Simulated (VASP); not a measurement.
**As: single point with PBEsol**

The system is As.

```
CELL_PARAMETERS angstrom
3.97490 0.00000 0.00000
-1.98745 3.44236 0.00000
0.00000 0.00000 6.55995
ATOMIC_POSITIONS crystal
As 0.66667 0.33333 0.06291
As 0.33333 0.66667 0.56291
As 0.66667 0.33333 0.43709
As 0.33333 0.66667 0.93709
```

```json
{"Program": "VASP 6.6.1", "Task": "single point", "Functional": "PBEsol", "Potentials or basis": "VASP PAW PBE potentials, release 64 (As)", "Cutoff": "520 eV", "k mesh": "6 × 6 × 4", "Occupations": "gaussian, width 0.1 eV", "Spin": "no spin polarisation"}
```

* Pressure: 16.6 GPa
* Largest force: 0.332 eV/Å
* Band gap on the k mesh: zero (band 10 reaches 6.66 eV, above the bottom of band 11 at 5.34 eV)

Forces in eV/Å, atoms in the order of the input:
```
As   0.000  0.000  0.332
As   0.000  0.000  0.332
As   0.000  0.000 -0.332
As   0.000  0.000 -0.332
```

Stress tensor (GPa, compression positive):
```
17.42  0.00  0.00
 0.00 17.42  0.00
 0.00  0.00 14.86
```

Levels at points of the mesh, in eV from the Fermi level:
```csv
k point,band 8,band 9,band 10,band 11,band 12,band 13
"(0.00, 0.00, 0.00)",-2.97,-2.79,-2.79,-0.02,-0.02,0.29
"(0.50, 0.00, 0.00)",-4.12,-1.70,-1.37,1.50,1.53,1.82
"(0.00, 0.00, 0.50)",-3.60,-2.51,-2.51,1.03,1.03,1.03
"(0.50, 0.00, 0.50)",-4.92,-2.11,-2.11,0.07,0.07,3.60
```

Wall time 23 s on 1 thread of Intel Xeon 6975P-C, on a shared host, peak memory 0.2 GiB.

Caveat: the PAW data sets were made with another functional, which shifts forces and pressure a little.
